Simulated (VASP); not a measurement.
# Os (P6_3/mmc) in VASP: notebook

Os is run at these levels: PBEsol; tasks: single point.

All numbers are computed with VASP 6.6.1; they aren't measurements. Logs are shortened: lines on timing, memory, paths and dates and some standing lists are left out, and cuts for length are marked.

### 1 The cell of the first run

Symmetry: P6_3/mmc, No. 194, hexagonal system. Conventional cell: a = 2.698 Å, b = 2.698 Å, c = 4.269 Å, α = 90.00°, β = 90.00°, γ = 120.00°. Os (site symmetry -6m2) has 12 Os at 2.64 to 2.70 Å within 3.5 Å.

### 2 Single point, PBEsol

INCAR reads:

```
  PREC = Accurate
  ENCUT = 520
  EDIFF = 1E-6
  ISMEAR = -1
  SIGMA = 0.15
  LREAL = F
  LASPH = T
  NELM = 60
  ALGO = Normal
  ISIF = 2
  LWAVE = F
  LCHARG = F
  GGA = PS
  NBANDS = 15
```

KPOINTS reads:

```
Automatic mesh
0
Gamma
  18 18 10
```

POSCAR reads:

```
Os
1.0
    2.6982552116      0.0000000000      0.0000000000
   -1.3491276058      2.3367575591      0.0000000000
    0.0000000000      0.0000000000      4.2694921892
Os
2
Direct
    0.3333333333      0.6666666667      0.2500000000
    0.6666666667      0.3333333333      0.7500000000
```

Potentials or basis: VASP PAW PBE potentials, release 64 (Os).

Run with:

```
$ cat potpaw_PBE.64/Os/POTCAR > POTCAR
$ mpirun -np 1 vasp_std > vasp.out
```

OUTCAR:

```text
PREC = Accurate
   ENCUT = 520
   EDIFF = 1E-6
   ISMEAR = -1
   LREAL = F
   LASPH = T
   NELM = 60
   ISIF = 2
   GGA = PS

 ion  position               nearest neighbor table
   1  0.333  0.667  0.250-   2 2.64   2 2.64   2 2.64   2 2.64   2 2.64   2 2.64
   2  0.667  0.333  0.750-   1 2.64   1 2.64   1 2.64   1 2.64   1 2.64   1 2.64

  LATTYP: Found a hexagonal cell.
 ALAT       =     2.6982552116
 C/A-ratio  =     1.5823159243

  Lattice vectors:

 A1 = (   2.6982552116,   0.0000000000,   0.0000000000)
 A2 = (  -1.3491276058,   2.3367575591,   0.0000000000)
 A3 = (   0.0000000000,   0.0000000000,   4.2694921892)

Analysis of symmetry for initial positions (statically):
=====================================================================
 Subroutine PRICEL returns:
 Original cell was already a primitive cell.

 Routine SETGRP: Setting up the symmetry group for a
 hexagonal supercell.

 Subroutine GETGRP returns: Found 24 space group operations
 (whereof 12 operations were pure point group operations)
 out of a pool of 24 trial point group operations.

The static configuration has the point symmetry D_3d.
 The point group associated with its full space group is D_6h.

Analysis of symmetry for dynamics (positions and initial velocities):
=====================================================================
 Subroutine PRICEL returns:
 Original cell was already a primitive cell.

 Routine SETGRP: Setting up the symmetry group for a
 hexagonal supercell.

 Subroutine GETGRP returns: Found 24 space group operations
 (whereof 12 operations were pure point group operations)
 out of a pool of 24 trial point group operations.

The dynamic configuration has the point symmetry D_3d.
 The point group associated with its full space group is D_6h.

 Subroutine INISYM returns: Found 24 space group operations
 (whereof 12 operations are pure point group operations),
 and found     1 'primitive' translations

----------------------------------------------------------------------------------------

                                     Primitive cell

  volume of cell :      26.9199

  direct lattice vectors                    reciprocal lattice vectors
     2.698255212  0.000000000  0.000000000     0.370609865  0.213971705  0.000000000
    -1.349127606  2.336757559  0.000000000     0.000000000  0.427943411  0.000000000
     0.000000000  0.000000000  4.269492189     0.000000000  0.000000000  0.234219892

  length of vectors
     2.698255212  2.698255212  4.269492189     0.427943411  0.427943411  0.234219892
[... 86 lines left out ...]
   NFREE  =      0    steps in history (QN), initial steepest desc. (CG)
   ISIF   =      2    stress and relaxation
   ISYM   =      2    0-nonsym 1-usesym 2-fastsym
   POTIM  = 0.5000    time-step for ionic-motion
   TEBEG  =    0.0;   TEEND  =   0.0 temperature during run
   PSTRESS=    0.0 pullay stress
   NELECT =      16.0000    total number of electrons
   NUPDOWN=      -1.0000    fix difference up-down
   EMIN   =  10.00;   EMAX   =-10.00  energy-range for DOS
   EFERMI =   0.00;   METHOD = LEGACY
   ISMEAR =    -1;   SIGMA  =   0.15  broadening in eV -4-tet -1-fermi 0-gaus
   EFERMI_NEDOS =   21; number of points for ismear=-14 and -15
   IALGO  =     38    algorithm
   IMIX   =      4    mixing-type and parameters
     AMIX     =   0.40;   BMIX     =  1.00
     AMIX_MAG =   1.60;   BMIX_MAG =  1.00
  volume/ion in A,a.u.               =      13.46        90.83
  Fermi-wavevector in a.u.,A,eV,Ry     =   1.376440  2.601094 25.777411  1.894586
  Thomas-Fermi vector in A             =   2.501684
   LORBIT       =      0    0 simple, 1 ext, 2 COOP (PROOUT), +10 PAW based schemes
   GGA     = PS    functional components
   LHFCALC =     F    Hartree Fock is set to
   AEXX    =    0.0000 exact exchange contribution
   IVDW    =     0    specifies the selected vdW correction
   LEPSILON=     F    determine dielectric tensor
   LRPA    =     F    only Hartree local field effects (RPA)
 non-spin polarized calculation
  energy-cutoff  :      520.00
  volume of cell :       26.92
 maximum number of plane-waves:       744
 NGX is ok and might be reduce to    20
   NGX =  9   NGY =  9   NGZ = 15

 number of electron      15.9999999 magnetization

 Free energy of the ion-electron system (eV)
  ---------------------------------------------------
  ext. energy  EPLUGINS =         0.00000000
  ---------------------------------------------------
  free energy    TOTEN  =       -24.48510929 eV

  energy without entropy =      -24.39824050  energy(sigma->0) =      -24.44167490

 E-fermi :   9.9243     XC(G=0): -14.3742

 val. band max:        9.9233853330   @ k =   0.4444   0.1111   0.4000
 cond. band min:       9.9262105623   @ k =   0.2778  -0.0000   0.1000
 fundamental gap:      0.0028252293
 Fermi energy:         9.9243119194

 k-point     1 :       0.0000    0.0000    0.0000
  band No.  band energies     occupation
      1      -1.4468      2.00000
      2       1.6983      2.00000
      3       6.6542      2.00000
      4       6.6542      2.00000
      5       6.9090      2.00000
      6       7.5517      2.00000
      7       7.5517      2.00000
      8       8.2667      1.99997
      9       8.2667      1.99997
     10       9.8905      1.11224
     11      11.7012      0.00001
     12      11.7012      0.00001
     13      19.3972      0.00000
     14      23.9273      0.00000
[... 401 lines left out ...]
      2       2.8724      2.00000
      3       3.1566      2.00000
      4       6.0771      2.00000
      5       6.2285      2.00000
      6       7.1290      2.00000
      7       7.8607      2.00000
      8      11.5979      0.00003
      9      12.0696      0.00000
     10      12.5796      0.00000
     11      14.0733      0.00000
     12      17.2087      0.00000
     13      19.6542      0.00000
     14      20.6903      0.00000
     15      22.6222      0.00000

 [... further k-points ...]
[... 5 lines left out ...]
  --------------------------------------------------------------------------------------
  -------------------------------------------------------------------------------------
  Total        2.6922277      2.6922277      2.6785304      0.0000000     -0.0000000     -0.0000000
  in kB      160.2320779    160.2320779    159.4168623      0.0000000     -0.0000000     -0.0000000
  external PRESSURE =     159.9603394 kB  Pullay stress =       0.0000000 kB

 VOLUME and BASIS-vectors are now :
 -----------------------------------------------------------------------------
  energy-cutoff  :      520.00
  volume of cell :       26.92
      direct lattice vectors                 reciprocal lattice vectors
     2.698255212  0.000000000  0.000000000     0.370609865  0.213971705  0.000000000
    -1.349127606  2.336757559  0.000000000     0.000000000  0.427943411  0.000000000
     0.000000000  0.000000000  4.269492189     0.000000000  0.000000000  0.234219892

 POSITION                                       TOTAL-FORCE (eV/Angst)
 -----------------------------------------------------------------------------------
     -0.00000      1.55784      1.06737         0.000000     -0.000000      0.000000
      1.34913      0.77892      3.20212        -0.000000      0.000000      0.000000
 -----------------------------------------------------------------------------------
    total drift:                               -0.000000      0.000000     -0.000000

  FREE ENERGIE OF THE ION-ELECTRON SYSTEM (eV)
  ---------------------------------------------------
  free  energy   TOTEN  =       -24.4851092923 eV

  energy  without entropy=      -24.3982405033  energy(sigma->0) =      -24.44167490
```

stdout:

```text
POSCAR found type information on POSCAR Os
 POSCAR found :  1 types and       2 ions
 scaLAPACK will be used
 -----------------------------------------------------------------------------
|                                                                             |
|                                                                             |
|     You enforced a specific xc type in the INCAR file but a different       |
|     I HOPE YOU KNOW WHAT YOU ARE DOING!                                     |
|                                                                             |
 -----------------------------------------------------------------------------

 LDA part: xc-table for (Slater+PW92), standard interpolation
 POSCAR, INCAR and KPOINTS ok, starting setup
 FFT: planning ... GRIDC
 FFT: planning ... GRID_SOFT
 FFT: planning ... GRID
 WAVECAR not read
 entering main loop
```

Wall time 32 s (1 thread of AMD EPYC 9R45 (Zen 5), shared host); peak memory 0.16 GiB.

Results:

```
Free energy            : -24.4851 eV
Pressure               : 16.0 GPa
Band gap on the k mesh : zero (bands 8 and 9 overlap by 4.21 eV)
```

Caveat: the cell stands under pressure; the PAW data sets were made with another functional, which shifts forces and pressure a little; spin-orbit coupling is left out, which moves the levels of the heavy elements.

### 3 Single point, PBEsol (13.62 Å³/atom)

This run uses another cell than the first one, of 13.62 Å³/atom.

INCAR reads:

```
SYSTEM = Os
ALGO = Normal ; EDIFF = 1E-6
ENCUT = 520 ; GGA = PS
ISIF = 2 ; ISMEAR = -1
LASPH = .True. ; LCHARG = .True.
LELF = .True. ; LREAL = .False.
LVHAR = .True. ; LWAVE = .False.
NBANDS = 15 ; NELM = 60
PREC = Accurate ; SIGMA = 0.15
```

KPOINTS reads:

```
k-points
0
Gamma
  18 18 10
  0 0 0
```

POSCAR reads:

```
Os
1.0
    2.7097338525      0.0000000000      0.0000000000
   -1.3548669262      2.3466983537      0.0000000000
    0.0000000000      0.0000000000      4.2852642867
Os
2
Direct
    0.3333333333      0.6666666667      0.2500000000
    0.6666666667      0.3333333333      0.7500000000
```

Potentials or basis: VASP PAW PBE potentials, release 64 (Os).

Run with:

```
$ cat potpaw_PBE.64/Os/POTCAR > POTCAR
$ mpirun -np 1 vasp_std > vasp.out
```

Wall time 33 s (1 thread of AMD EPYC 9R45 (Zen 5), shared host); peak memory 0.17 GiB.

The run converged. Its results:

- Free energy: -24.5119 eV
- Pressure: 9.9 GPa
- Band gap on the k mesh: zero (bands 8 and 9 overlap by 4.13 eV)

Stress tensor (GPa, compression positive):
```
9.90 0.00 0.00
0.00 9.90 0.00
0.00 0.00 9.82
```

Levels at points of the mesh, in eV from the Fermi level:
```csv
k point,band 4,band 5,band 6,band 7,band 8,band 9,band 10,band 11,band 12,band 13
"(0.00, 0.00, 0.00)",-3.21,-2.95,-2.33,-2.33,-1.63,-1.63,-0.03,1.74,1.74,9.33
"(0.50, 0.00, 0.00)",-3.72,-3.02,-2.70,-1.98,2.13,2.72,2.84,4.58,5.90,9.53
"(0.00, 0.00, 0.50)",-3.74,-3.41,-3.41,-3.41,-3.41,0.92,0.92,0.92,0.92,13.74
"(0.50, 0.00, 0.50)",-5.59,-1.28,-1.28,-0.20,-0.20,2.48,2.48,3.41,3.41,9.40
```

Caveat: the cell stands under pressure; the PAW data sets were made with another functional, which shifts forces and pressure a little; spin-orbit coupling is left out, which moves the levels of the heavy elements.
